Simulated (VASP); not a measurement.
Wanted: the native input for a VASP 6.6.1 run.

* Task: single point
* Functional: PBE
* Potentials or basis: VASP PAW PBE potentials, release 64 (O)
* Cutoff: 520 eV
* k mesh: 1 × 1 × 1
* Occupations: gaussian, width 0.01 eV
* Spin: collinear spin, ferromagnetic start
* Starting moments: [1.0, 1.0] μB
* Dipole correction: no
* Further INCAR settings: ALGO = Normal; EDIFF = 1e-06; NBANDS = 17

The structure of O2 lies in POSCAR:

```
O
1.0
   13.0000000000      0.0000000000      0.0000000000
    0.0000000000     13.3000000000      0.0000000000
    0.0000000000      0.0000000000     13.6000000000
O
2
Direct
    0.4531478100      0.5000000000      0.5000000000
    0.5468521900      0.5000000000      0.5000000000
```

One way to write it, as run:

INCAR

```
SYSTEM = O
  PREC = Accurate
  ENCUT = 520
  EDIFF = 1E-6
  ISMEAR = 0
  SIGMA = 0.01
  LREAL = .False.
  LASPH = .True.
  NELM = 150
  ALGO = Normal
  ISIF = 2
  LWAVE = .False.
  LCHARG = .True.
  ISPIN = 2
  MAGMOM = 1 1
  LORBIT = 11
  GGA = PE
  LELF = .True.
  LVHAR = .True.
  NBANDS = 17
```

KPOINTS

```
Automatic mesh
0
Gamma
  1 1 1
  0 0 0
```

Potentials or basis: VASP PAW PBE potentials, release 64 (O).

The run is started by

```console
$ cat potpaw_PBE.64/O/POTCAR > POTCAR
$ mpirun -np 1 vasp_gam > vasp.out
```

It gave:

```yaml
Largest_force: 1.146 eV/Å
Gap_between_the_frontier_levels: 2.31 eV
Net_moment: 2.00 μB per cell
Site_moments: O +0.81 μB
Valence_electrons_inside_the_program's_atomic_spheres: O 4.91
```

Caveat: the standard files for N, O and F lose accuracy on very short bonds.

Run time: 6.3 min on 1 thread of Intel(R) Xeon(R) Platinum 8259CL CPU @ 2.50GHz (Skylake/Cascade Lake), on a shared host, peak memory 2.2 GiB.
